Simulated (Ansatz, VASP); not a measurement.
One calculation of KI, two programs

Contents of INCAR:

```
SYSTEM = KI
  PREC = Accurate
  ENCUT = 520
  EDIFF = 1E-6
  ISMEAR = 0
  SIGMA = 0.05
  LREAL = .False.
  LASPH = .True.
  NELM = 80
  ALGO = Normal
  ISIF = 2
  LWAVE = .False.
  LCHARG = .False.
  GGA = PS
  NBANDS = 15
```

Contents of KPOINTS:

```
regular mesh
0
Gamma
  6 6 6
  0 0 0
```

The input POSCAR:

```
KI
1.0
    0.0000000000      3.2425860000      3.8065140000
    3.2425860000      0.0000000000      3.8065140000
    3.2425860000      3.2425860000      0.0000000000
K I
1 1
Direct
    0.0000000000      0.0000000000      0.0000000000
    0.5000000000      0.5000000000      0.5000000000
```

Input for Ansatz:

```yaml
crystal:
  lattice:
    - [0.0, 3.242586, 3.806514]
    - [3.242586, 0.0, 3.806514]
    - [3.242586, 3.242586, 0.0]
  atoms:
    - { symbol: K, position: [0.0, 0.0, 0.0] }
    - { symbol: I, position: [0.5, 0.5, 0.5] }
basis:
  ecutwfc: 420
kpoints:
  mp_grid: { grid: [6, 6, 6] }
hamiltonian:
  xc: pbesol
scf:
  occupations: { method: gaussian, width: 0.05 }
output:
  forces: true
  stress: true
  eigenvalues: true
```

Change from the starting cell: strain -0.080 along x and y, +0.080 along z, atoms carried along.

Alike in both runs: task single point; functional PBEsol; k mesh 6 × 6 × 6; occupations gaussian, width 0.05 eV; no spin polarisation.

|  | VASP | Ansatz |
| --- | --- | --- |
| version | VASP 6.6.1 | Ansatz 0.2.0 |
| potentials or method | VASP PAW PBE potentials, release 64 (K_sv, I), cutoff 520 eV | scalar-relativistic, plane waves, PAW |
| valence electrons in the cell | 16 | 26 |

Ansatz gave:

- gap on the k mesh at the Fermi level (eV): 3.91
- least direct gap on the mesh (eV): 3.91
- pressure (GPa): 2.2
- traceless stress, the component that is largest in VASP (GPa): -3.31

Task: Which values does VASP return?

Result: gap on the k mesh at the Fermi level (eV): 3.90; least direct gap on the mesh (eV): 3.90; pressure (GPa): 2.3; traceless stress, the component that is largest in VASP (GPa): -3.36.

VASP's potentials were made for PBE, not for PBEsol. VASP's potentials hold 16 valence electrons a cell and Ansatz's 26, so a difference there can come from the potentials and not from the codes.

Spin-orbit coupling is off throughout.
